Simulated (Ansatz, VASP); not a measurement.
Ag: VASP beside Ansatz

Contents of POSCAR:

```
Ag
1.0
    0.0000000000      2.0518484505      2.0518484505
    2.0518484505      0.0000000000      2.0518484505
    2.0518484505      2.0518484505      0.0000000000
Ag
1
Direct
    0.0000000000      0.0000000000      0.0000000000
```

File INCAR.step1:

```
SYSTEM = Ag
ALGO     = Normal         ! electronic algorithm
EDIFF    = 1E-5           ! SCF threshold, eV
ENCUT    = 550            ! plane-wave cutoff, eV
GGA      = PE             ! functional
GGA_COMPAT= .FALSE.      
ISMEAR   = 0              ! smearing method
LASPH    = .TRUE.         ! aspherical terms in the spheres
LCHARG   = .FALSE.        ! write CHGCAR
LREAL    = .FALSE.        ! projectors in reciprocal space
LWAVE    = .TRUE.         ! write WAVECAR
NBANDS   = 12             ! bands
NELM     = 120            ! most SCF steps
PREC     = Accurate       ! precision mode
SIGMA    = 0.1            ! smearing width, eV
```

INCAR.step2

```
SYSTEM = Ag
ALGO     = Normal         ! electronic algorithm
EDIFF    = 1E-6           ! SCF threshold, eV
ENCUT    = 550            ! plane-wave cutoff, eV
GGA_COMPAT= .FALSE.      
ISIF     = 2              ! what is computed and relaxed
ISMEAR   = 0              ! smearing method
ISTART   = 1            
LASPH    = .TRUE.         ! aspherical terms in the spheres
LCHARG   = .TRUE.         ! write CHGCAR
LELF     = .TRUE.         ! ELF
LMIXTAU  = .TRUE.       
LREAL    = .FALSE.        ! projectors in reciprocal space
LVHAR    = .TRUE.       
LWAVE    = .FALSE.        ! write WAVECAR
METAGGA  = R2SCAN         ! meta-GGA
NBANDS   = 12             ! bands
NELM     = 120            ! most SCF steps
PREC     = Accurate       ! precision mode
SIGMA    = 0.1            ! smearing width, eV
```

Contents of KPOINTS:

```
k-points
0
G
  18 18 18
  0 0 0
```

Input for Ansatz:

```yaml
crystal:
  lattice:
    - [0.0, 2.0518484505, 2.0518484505]
    - [2.0518484505, 0.0, 2.0518484505]
    - [2.0518484505, 2.0518484505, 0.0]
  atoms:
    - { symbol: Ag, position: [0.0, 0.0, 0.0] }
basis:
  ecutwfc: 500
kpoints:
  mp_grid: { grid: [18, 18, 18] }
  band_path:
    path:
      - [[0.0, 0.0, 0.0], [0.5, 0.0, 0.5], [0.625, 0.25, 0.625]]
      - [[0.375, 0.375, 0.75], [0.0, 0.0, 0.0], [0.5, 0.5, 0.5], [0.5, 0.25, 0.75], [0.5, 0.0, 0.5]]
    npoints: 10
hamiltonian:
  xc: r2scan
  pseudopotentials: { kind: paw }
scf:
  occupations: { method: gaussian, width: 0.1 }
  n_extra_bands: 6
output:
  forces: true
  stress: true
  eigenvalues: true
  dos: { projected: false, de: 0.02, nscf_kmesh: { grid: [27, 27, 27] } }
  write_density: true
  write_potential: true
  elf: true
  volumetric_format: npy
```

Alike in both runs: task single point; functional r2SCAN; k mesh 18 × 18 × 18; occupations gaussian, width 0.1 eV; no spin polarisation.

|  | VASP | Ansatz |
| --- | --- | --- |
| version | VASP 6.6.1 | Ansatz 0.2.0 |
| potentials or method | VASP PAW PBE potentials, release 64 (Ag), cutoff 550 eV | scalar-relativistic, plane waves, PAW |
| valence electrons in the cell | 11 | 19 |

Ansatz gave:

| Property | Result |
| --- | --- |
| gap on the k mesh at the Fermi level (eV) | none |
| pressure (GPa) | 0.0 |

Question: Which values does VASP return?

Answer: gap on the k mesh at the Fermi level (eV): none; pressure (GPa): 0.1.

VASP's potentials were made for PBE, not for r2SCAN. A gap of «none» marks a metal or a gap that the smearing closes. The functional is the same, so the differences come from potentials, cutoffs and numerics. VASP's potentials hold 11 valence electrons a cell and Ansatz's 19, so a difference there can come from the potentials and not from the codes.
